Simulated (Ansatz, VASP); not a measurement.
## One calculation of CdPd, two programs

INCAR

```
SYSTEM = CdPd
PREC = Accurate ; ENCUT = 520
EDIFF = 1E-6 ; ISMEAR = -1
SIGMA = 0.1 ; LREAL = .False.
LASPH = .True. ; NELM = 80
ALGO = Normal ; ISIF = 2
LWAVE = .False. ; LCHARG = .False.
NBANDS = 18
```

The input KPOINTS:

```
regular mesh
0
Gamma
  14 14 12
  0 0 0
```

POSCAR

```
CdPd
1.0
    2.9643835521      0.0000000000      0.0000000000
    0.0000000000      2.9643835521      0.0000000000
    0.0000000000      0.0000000000      3.6224374426
Cd Pd
1 1
Direct
    0.0000000000      0.0000000000      0.0000000000
    0.5000000000      0.5000000000      0.5000000000
```

Input for Ansatz:

```yaml
crystal:
  lattice:
    - [2.96438355207, 0.0, 0.0]
    - [0.0, 2.96438355207, 0.0]
    - [0.0, 0.0, 3.62243744255]
  atoms:
    - { symbol: Cd, position: [0.0, 0.0, 0.0] }
    - { symbol: Pd, position: [0.5, 0.5, 0.5] }
kpoints:
  mp_grid: { grid: [14, 14, 12] }
scf:
  occupations: { method: fermi_dirac, width: 0.1 }
hamiltonian:
  xc: lda
  pseudopotentials: { kind: paw }
output:
  forces: true
  stress: true
  eigenvalues: true
  eigenstates:
    nscf_kmesh: { grid: [20, 20, 16] }
    de_dk: true
    e_range: [-14, 14]
  optics:
    e_range: [0, 30]
    de: 0.2
    sigma: 0.1
    bands: { spectra_wanted_up_to: 30 }
    nscf_kmesh: { grid: [20, 20, 16] }
    drude_damping: 0.03
checkpoint:
  write: ck
  write_wavefunctions: false
```

Alike in both runs: task single point; functional LDA; k mesh 14 × 14 × 12; occupations fermi-dirac, width 0.1 eV; no spin polarisation.

```csv
,VASP,Ansatz
version,VASP 6.6.1,Ansatz 0.2.0
potentials or method,"VASP PAW LDA potentials, release 64 (Cd, Pd)","PAW with Ansatz's default frozen-core files, scalar-relativistic"
plane-wave cutoff (eV),520,420
valence electrons in the cell,22,38
```

```tsv
	VASP	Ansatz	Ansatz less VASP
pressure (GPa)	1.6	0.0	-1.55
traceless stress, the component that is largest in VASP (GPa)	0.11	0.01	-0.102
```

LDA's correlation is that of Perdew and Zunger in VASP and of Perdew and Wang (1992) in Ansatz. VASP's potentials hold 22 valence electrons a cell and Ansatz's 38, so a difference there can come from the potentials and not from the codes. Ansatz's warnings: optics on partly filled bands.
